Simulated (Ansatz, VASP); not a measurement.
# Two plane-wave programs on TiO2

Contents of INCAR:

```
SYSTEM = TiO2
PREC = Accurate
ENCUT = 520
EDIFF = 1E-6
ISMEAR = 0
SIGMA = 0.05
LREAL = .FALSE.
LASPH = .TRUE.
NELM = 80
ALGO = Normal
ISIF = 2
LWAVE = .FALSE.
LCHARG = .TRUE.
GGA = PE
LELF = .TRUE.
LVHAR = .TRUE.
NBANDS = 33
```

Contents of KPOINTS:

```
Automatic mesh
0
G
  8 8 10
  0 0 0
```

File POSCAR:

```
TiO2
1.0
    4.7245569041      0.0000000000      0.0000000000
    0.0000000000      4.7245569041      0.0000000000
    0.0000000000      0.0000000000      3.0156659342
Ti O
2 4
Direct
    0.0000000000      0.0000000000      0.0000000000
    0.5000000000      0.5000000000      0.5000000000
    0.3050970583      0.3050970583      0.0000000000
    0.1949029417      0.8050970583      0.5000000000
    0.6949029417      0.6949029417      0.0000000000
    0.8050970583      0.1949029417      0.5000000000
```

Input for Ansatz:

```yaml
crystal:
  lattice:
    - [4.7245569041, 0.0, 0.0]
    - [0.0, 4.7245569041, 0.0]
    - [0.0, 0.0, 3.0156659342]
  atoms:
    - { symbol: Ti, position: [0.0, 0.0, 0.0] }
    - { symbol: Ti, position: [0.5, 0.5, 0.5] }
    - { symbol: O, position: [0.3050970583, 0.3050970583, 0.0] }
    - { symbol: O, position: [0.1949029417, 0.8050970583, 0.5] }
    - { symbol: O, position: [0.6949029417, 0.6949029417, 0.0] }
    - { symbol: O, position: [0.8050970583, 0.1949029417, 0.5] }
basis:
  ecutwfc: 520.0
kpoints:
  mp_grid: { grid: [8, 8, 10] }
hamiltonian:
  xc: pbe
  pseudopotentials: { kind: paw, azcp: { folder: soft_1 } }
scf:
  occupations: { method: gaussian, width: 0.05 }
output:
  forces: true
  stress: true
  eigenvalues: true
  write_density: true
  write_potential: true
  elf: true
  volumetric_format: npy
```

Alike in both runs: task single point; functional PBE; k mesh 8 × 8 × 10; occupations gaussian, width 0.05 eV; no spin polarisation.

```csv
,VASP,Ansatz
version,VASP 6.6.1,Ansatz 0.2.0
potentials or method,"VASP PAW PBE potentials, release 64 (Ti_sv, O), cutoff 520 eV","scalar-relativistic, plane waves, PAW"
valence electrons in the cell,48,48
```

Ansatz gave:

| Item | Value |
| --- | --- |
| gap on the k mesh at the Fermi level (eV) | 1.73 |
| least direct gap on the mesh (eV) | 1.73 |
| pressure (GPa) | -10.6 |
| traceless stress, the component that is largest in VASP (GPa) | -2.00 |
| rms of the force components (eV/Å) | 0.120 |

Q: Estimate VASP's values.

A: gap on the k mesh at the Fermi level (eV): 1.71; least direct gap on the mesh (eV): 1.71; pressure (GPa): -10.0; traceless stress, the component that is largest in VASP (GPa): -1.78; rms of the force components (eV/Å): 0.108.

Atom by atom the forces differ by 0.012 eV/Å (rms over components).
